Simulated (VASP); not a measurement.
# Sn2As3 (Amm2) in VASP: notebook

Sn2As3 is run at these levels: PBE; tasks: single point, relaxation of cell and atoms.

Program: VASP 6.6.1. These are calculated values, not measurements. Logs are shortened: lines on timing, memory, paths and dates and some standing lists are left out, and cuts for length are marked.

### 1 The cell of the first run

It takes space group Amm2 (No. 38, orthorhombic). Conventional cell: a = 5.024 Å, b = 7.771 Å, c = 8.392 Å, α = 90.00°, β = 90.00°, γ = 90.00°. Sn (site symmetry mm2) has 6 As at 3.02 to 3.08 Å and 2 Sn at 3.45 Å within 4.0 Å. Sn (site symmetry mm2) has 4 As at 2.79 to 2.96 Å and 2 Sn at 3.45 Å within 3.7 Å. As (site symmetry m) has 2 As at 2.45 to 3.28 Å and 4 Sn at 2.79 to 3.08 Å within 3.3 Å. As (site symmetry mm2) has 4 As at 2.45 to 3.28 Å and 2 Sn at 3.02 Å within 3.3 Å.

The cell was built from a structure type or drawn by symmetry, and may not be a known phase.

### 2 Single point, PBE

INCAR reads:

```
SYSTEM = Sn2As3
PREC     = Accurate       ! precision mode
ENCUT    = 520            ! plane-wave cutoff, eV
EDIFF    = 1E-6           ! SCF threshold, eV
ISMEAR   = 0              ! smearing method
SIGMA    = 0.1            ! smearing width, eV
LREAL    = .FALSE.        ! projectors in reciprocal space
LASPH    = .TRUE.         ! aspherical terms in the spheres
NELM     = 100            ! most SCF steps
ALGO     = Normal         ! electronic algorithm
ISIF     = 2              ! what is computed and relaxed
LWAVE    = .FALSE.        ! write WAVECAR
LCHARG   = .TRUE.         ! write CHGCAR
GGA      = PE             ! functional
LELF     = .TRUE.         ! ELF
LVHAR    = .TRUE.       
NBANDS   = 30             ! bands
```

KPOINTS reads:

```
regular mesh
0
G
  4 4 4
  0 0 0
```

POSCAR reads:

```
Sn2As3
1.0
    5.0237391006      0.0000000000      0.0000000000
    0.0000000000      3.8854389985      4.1958982216
    0.0000000000     -3.8854389985      4.1958982216
Sn As
2 3
Direct
    0.0000000000      0.4751758760      0.4751758760
    0.5000000000      0.7566624000      0.7566624000
    0.5000000000      0.2460003712      0.7059733460
    0.5000000000      0.7059733460      0.2460003712
    0.5000000000      0.2759783076      0.2759783076
```

Potentials or basis: VASP PAW PBE potentials, release 64 (Sn_d, As).

Command:

```console
$ cat potpaw_PBE.64/Sn_d/POTCAR potpaw_PBE.64/As/POTCAR > POTCAR
$ mpirun -np 1 vasp_std > vasp.out
```

OUTCAR:

```text
SYSTEM = Sn2As3
   PREC = Accurate
   ENCUT = 520
   EDIFF = 1E-6
   ISMEAR = 0
   LREAL = .FALSE.
   LASPH = .TRUE.
   NELM = 100
   ISIF = 2
   GGA = PE

 ion  position               nearest neighbor table
   1  0.000  0.475  0.475-   5 3.02   5 3.02   3 3.08   3 3.08   4 3.08   4 3.08   2 3.45   2 3.45

   2  0.500  0.757  0.757-   3 2.79   4 2.79   4 2.96   3 2.96   1 3.45   1 3.45
   3  0.500  0.246  0.706-   5 2.45   2 2.79   2 2.96   1 3.08   1 3.08
   4  0.500  0.706  0.246-   5 2.45   2 2.79   2 2.96   1 3.08   1 3.08
   5  0.500  0.276  0.276-   3 2.45   4 2.45   1 3.02   1 3.02

  LATTYP: Found a base centered orthorhombic cell.
 ALAT       =     7.7708779970
 B/A-ratio  =     1.0799032550
 C/A-ratio  =     0.6464828173

  Lattice vectors:

 A1 = (   0.0000000000,   3.8854389985,  -4.1958982216)
 A2 = (   0.0000000000,   3.8854389985,   4.1958982216)
 A3 = (   5.0237391006,   0.0000000000,   0.0000000000)

Analysis of symmetry for initial positions (statically):
=====================================================================
 Subroutine PRICEL returns:
 Original cell was already a primitive cell.

 Routine SETGRP: Setting up the symmetry group for a
 base centered orthorhombic supercell.

 Subroutine GETGRP returns: Found  4 space group operations
 (whereof  4 operations were pure point group operations)
 out of a pool of  8 trial point group operations.

The static configuration has the point symmetry C_2v.

Analysis of symmetry for dynamics (positions and initial velocities):
=====================================================================
 Subroutine PRICEL returns:
 Original cell was already a primitive cell.

 Routine SETGRP: Setting up the symmetry group for a
 base centered orthorhombic supercell.

 Subroutine GETGRP returns: Found  4 space group operations
 (whereof  4 operations were pure point group operations)
 out of a pool of  8 trial point group operations.

The dynamic configuration has the point symmetry C_2v.

 Subroutine INISYM returns: Found  4 space group operations
 (whereof  4 operations are pure point group operations),
 and found     1 'primitive' translations

----------------------------------------------------------------------------------------

                                     Primitive cell

  volume of cell :     163.8031

  direct lattice vectors                    reciprocal lattice vectors
     5.023739101  0.000000000  0.000000000     0.199054923  0.000000000  0.000000000
     0.000000000  3.885438999  4.195898222     0.000000000  0.128685587  0.119163996
     0.000000000 -3.885438999  4.195898222     0.000000000 -0.128685587  0.119163996

  length of vectors
     5.023739101  5.718583574  5.718583574     0.199054923  0.175385400  0.175385400

  position of ions in fractional coordinates (direct lattice)
     0.000000000  0.475175876  0.475175876
     0.500000000  0.756662400  0.756662400
     0.500000000  0.246000371  0.705973346
     0.500000000  0.705973346  0.246000371
     0.500000000  0.275978308  0.275978308

  ion indices of the primitive-cell ions
   primitive index   ion index
                 1           1
                 2           2
                 3           3
                 4           4
                 5           5

----------------------------------------------------------------------------------------

 KPOINTS: regular mesh

Automatic generation of k-mesh.
 Grid dimensions read from file:
 generate k-points for:    4    4    4

 Generating k-lattice:

  Cartesian coordinates                     Fractional coordinates (reciprocal lattice)
     0.049763731  0.000000000  0.000000000     0.250000000  0.000000000  0.000000000
     0.000000000  0.032171397  0.029790999     0.000000000  0.250000000 -0.000000000
     0.000000000 -0.032171397  0.029790999     0.000000000 -0.000000000  0.250000000

  Length of vectors
     0.049763731  0.043846350  0.043846350

  Shift w.r.t. Gamma in fractional coordinates (k-lattice)
     0.000000000  0.000000000  0.000000000

 Subroutine IBZKPT returns following result:
 ===========================================

 Found     21 irreducible k-points:

 Following reciprocal coordinates:
            Coordinates               Weight
  0.000000  0.000000  0.000000      1.000000
  0.250000  0.000000  0.000000      2.000000
  0.500000  0.000000  0.000000      1.000000
  0.000000  0.250000 -0.000000      4.000000
  0.250000  0.250000 -0.000000      8.000000
  0.500000  0.250000 -0.000000      4.000000
[... 13 lines left out ...]
  0.250000  0.500000  0.500000      2.000000
  0.500000  0.500000  0.500000      1.000000
   k-points           NKPTS =     21   k-points in BZ     NKDIM =     21   number of bands    NBANDS=     30
   number of dos      NEDOS =    301   number of ions     NIONS =      5
   total plane-waves  NPLWV =  92160
   dimension x,y,z NGX =    40 NGY =   48 NGZ =   48
   dimension x,y,z NGXF=    80 NGYF=   96 NGZF=   96
   ions per type =               2   3
   NGX,Y,Z   is equivalent  to a cutoff of  13.24, 13.95, 13.95 a.u.
   NGXF,Y,Z  is equivalent  to a cutoff of  26.47, 27.91, 27.91 a.u.
 SYSTEM =  Sn2As3
   PREC   = accura    normal or accurate (medium, high low for compatibility)
   ISTART =      0    job   : 0-new  1-cont  2-samecut
   ICHARG =      2    charge: 1-file 2-atom 10-const
   ISPIN  =      1    spin polarized calculation?
   LNONCOLLINEAR =      F non collinear calculations
   LSORBIT =      F    spin-orbit coupling
   LASPH  =      T    aspherical Exc in radial PAW
   ENCUT  =  520.0 eV  38.22 Ry    6.18 a.u.   9.34 10.63 10.63*2*pi/ulx,y,z
   NELM   =    100;   NELMIN=  2; NELMDL= -5     # of ELM steps
   EDIFF  = 0.1E-05   stopping-criterion for ELM
   LREAL  =      F    real-space projection
   EDIFFG = 0.1E-04   stopping-criterion for IOM
   NSW    =      0    number of steps for IOM
   IBRION =     -1    ionic relax: 0-MD 1-quasi-New 2-CG
   NFREE  =      0    steps in history (QN), initial steepest desc. (CG)
   ISIF   =      2    stress and relaxation
   ISYM   =      2    0-nonsym 1-usesym 2-fastsym
   POTIM  = 0.5000    time-step for ionic-motion
   TEBEG  =    0.0;   TEEND  =   0.0 temperature during run
   PSTRESS=    0.0 pullay stress
   NELECT =      43.0000    total number of electrons
   NUPDOWN=      -1.0000    fix difference up-down
   EMIN   =  10.00;   EMAX   =-10.00  energy-range for DOS
   EFERMI =   0.00;   METHOD = LEGACY
   ISMEAR =     0;   SIGMA  =   0.10  broadening in eV -4-tet -1-fermi 0-gaus
   EFERMI_NEDOS =   21; number of points for ismear=-14 and -15
   IALGO  =     38    algorithm
   IMIX   =      4    mixing-type and parameters
     AMIX     =   0.40;   BMIX     =  1.00
     AMIX_MAG =   1.60;   BMIX_MAG =  1.00
  volume/ion in A,a.u.               =      32.76       221.08
  Fermi-wavevector in a.u.,A,eV,Ry     =   1.048231  1.980869 14.949918  1.098788
  Thomas-Fermi vector in A             =   2.183144
   LORBIT       =      0    0 simple, 1 ext, 2 COOP (PROOUT), +10 PAW based schemes
   GGA     = PE    functional components
   LHFCALC =     F    Hartree Fock is set to
   AEXX    =    0.0000 exact exchange contribution
   IVDW    =     0    specifies the selected vdW correction
   LEPSILON=     F    determine dielectric tensor
   LRPA    =     F    only Hartree local field effects (RPA)
 non-spin polarized calculation
 Gauss-broadening in eV      SIGMA  =   0.10
  energy-cutoff  :      520.00
  volume of cell :      163.80
 maximum number of plane-waves:      4438
 NGX is ok and might be reduce to    40
   NGX = 19   NGY = 21   NGZ = 21

 number of electron      42.9999996 magnetization

 Free energy of the ion-electron system (eV)
  ---------------------------------------------------
  ext. energy  EPLUGINS =         0.00000000
  ---------------------------------------------------
  free energy    TOTEN  =       -20.65142099 eV

  energy without entropy =      -20.64243077  energy(sigma->0) =      -20.64692588

 E-fermi :   3.5547     XC(G=0):  -8.3349

 val. band max:        3.5514631025   @ k =   0.0000   0.0000   0.0000
 cond. band min:       3.5810512431   @ k =   0.0000   0.2500  -0.0000
 fundamental gap:      0.0295881405
 Fermi energy:         3.5547444873

 k-point     1 :       0.0000    0.0000    0.0000
  band No.  band energies     occupation
      1     -18.0983      2.00000
      2     -18.0948      2.00000
      3     -18.0811      2.00000
      4     -18.0685      2.00000
      5     -18.0666      2.00000
      6     -18.0495      2.00000
[... 22 lines left out ...]
     29       8.5782      0.00000
     30       9.1231      0.00000

 k-point     2 :       0.2500    0.0000    0.0000
  band No.  band energies     occupation
      1     -18.0973      2.00000
      2     -18.0941      2.00000
      3     -18.0732      2.00000
      4     -18.0689      2.00000
      5     -18.0684      2.00000
      6     -18.0487      2.00000
[... 22 lines left out ...]
     29       8.6548      0.00000
     30       9.2041      0.00000

 k-point     3 :       0.5000    0.0000    0.0000
  band No.  band energies     occupation
      1     -18.0940      2.00000
      2     -18.0933      2.00000
      3     -18.0775      2.00000
      4     -18.0708      2.00000
      5     -18.0501      2.00000
      6     -18.0474      2.00000
[... 22 lines left out ...]
     29       8.3984      0.00000
     30       8.6497      0.00000

 k-point     4 :       0.0000    0.2500   -0.0000
  band No.  band energies     occupation
      1     -18.0976      2.00000
      2     -18.0948      2.00000
      3     -18.0811      2.00000
      4     -18.0691      2.00000
      5     -18.0666      2.00000
      6     -18.0489      2.00000
[... 517 lines left out ...]
     29       5.9683      0.00000
     30       8.2160      0.00000

 k-point    20 :       0.2500    0.5000    0.5000
  band No.  band energies     occupation
      1     -18.0954      2.00000
      2     -18.0930      2.00000
      3     -18.0715      2.00000
      4     -18.0683      2.00000
      5     -18.0673      2.00000
      6     -18.0484      2.00000
[... 22 lines left out ...]
     29       6.8198      0.00000
     30       8.3161      0.00000

 k-point    21 :       0.5000    0.5000    0.5000
  band No.  band energies     occupation
      1     -18.0933      2.00000
      2     -18.0907      2.00000
      3     -18.0709      2.00000
      4     -18.0691      2.00000
      5     -18.0491      2.00000
      6     -18.0490      2.00000
[... 22 lines left out ...]
     29       7.7145      0.00000
     30       7.8508      0.00000

------------------------ aborting loop because EDIFF is reached ----------------------------------------

  FORCE on cell =-STRESS in cart. coord.  units (eV):
  Direction    XX          YY          ZZ          XY          YZ          ZX
  --------------------------------------------------------------------------------------
  -------------------------------------------------------------------------------------
  Total        0.0386088      0.0990847      0.1444996      0.0000000      0.0000000      0.0000000
  in kB        0.3776375      0.9691591      1.4133677      0.0000000      0.0000000      0.0000000
  external PRESSURE =       0.9200548 kB  Pullay stress =       0.0000000 kB

 VOLUME and BASIS-vectors are now :
 -----------------------------------------------------------------------------
  energy-cutoff  :      520.00
  volume of cell :      163.80
      direct lattice vectors                 reciprocal lattice vectors
     5.023739101  0.000000000  0.000000000     0.199054923  0.000000000  0.000000000
     0.000000000  3.885438999  4.195898222     0.000000000  0.128685587  0.119163996
     0.000000000 -3.885438999  4.195898222     0.000000000 -0.128685587  0.119163996

 POSITION                                       TOTAL-FORCE (eV/Angst)
 -----------------------------------------------------------------------------------
      0.00000      0.00000      3.98758         0.000000      0.000000      0.002325
      2.51187      0.00000      6.34976         0.000000      0.000000     -0.012470
      2.51187     -1.78720      3.99438         0.000000     -0.026951      0.034748
      2.51187      1.78720      3.99438         0.000000      0.026951      0.034748
      2.51187      0.00000      2.31595         0.000000      0.000000     -0.059351
 -----------------------------------------------------------------------------------
    total drift:                               -0.000000     -0.000000      0.001101

  FREE ENERGIE OF THE ION-ELECTRON SYSTEM (eV)
  ---------------------------------------------------
  free  energy   TOTEN  =       -20.6514209878 eV

  energy  without entropy=      -20.6424307712  energy(sigma->0) =      -20.64692588
```

It took 3.1 min on 1 thread of Intel Xeon 8259CL, shared host; peak memory 0.34 GiB.

What came out:

```
Free energy            : -20.6514 eV
Pressure               : 0.1 GPa
Largest force          : 0.059 eV/Å
Band gap on the k mesh : zero (an odd number of electrons rules out a gap without spin polarisation)
```

Forces on the atoms (eV/Å):
```
Sn   0.000  0.000  0.002
Sn   0.000  0.000 -0.012
As   0.000 -0.027  0.035
As   0.000  0.027  0.035
As   0.000  0.000 -0.059
```

Stress tensor (GPa, compression positive):
```
0.04 0.00 0.00
0.00 0.10 0.00
0.00 0.00 0.14
```

Levels at points of the mesh, in eV from the Fermi level:
| k point | band 18 | band 19 | band 20 | band 21 | band 22 | band 23 | band 24 | band 25 | band 26 | band 27 |
| --- | --- | --- | --- | --- | --- | --- | --- | --- | --- | --- |
| (0.00, 0.00, 0.00) | -3.69 | -2.76 | -2.34 | -0.85 | 0.00 | 1.27 | 1.46 | 2.46 | 2.95 | 3.03 |
| (0.50, 0.00, 0.00) | -2.63 | -2.59 | -2.16 | -2.10 | -0.85 | 1.64 | 2.49 | 3.25 | 3.54 | 3.90 |
| (0.00, 0.50, 0.00) | -3.46 | -1.72 | -1.58 | -0.21 | 0.23 | 0.79 | 1.22 | 1.57 | 1.93 | 3.00 |
| (0.50, 0.50, 0.00) | -3.35 | -2.03 | -1.76 | 0.19 | 0.21 | 0.53 | 1.74 | 2.88 | 2.93 | 3.48 |
| (0.00, 0.50, 0.50) | -1.47 | -1.21 | -0.91 | -0.36 | 0.16 | 0.33 | 0.72 | 0.91 | 1.15 | 1.42 |
| (0.50, 0.50, 0.50) | -2.05 | -1.60 | -0.99 | -0.62 | 0.78 | 1.10 | 1.24 | 1.49 | 2.13 | 2.35 |

Caveat: spin-orbit coupling is left out, which moves the levels of the heavy elements.

[end of part 1 of 2]
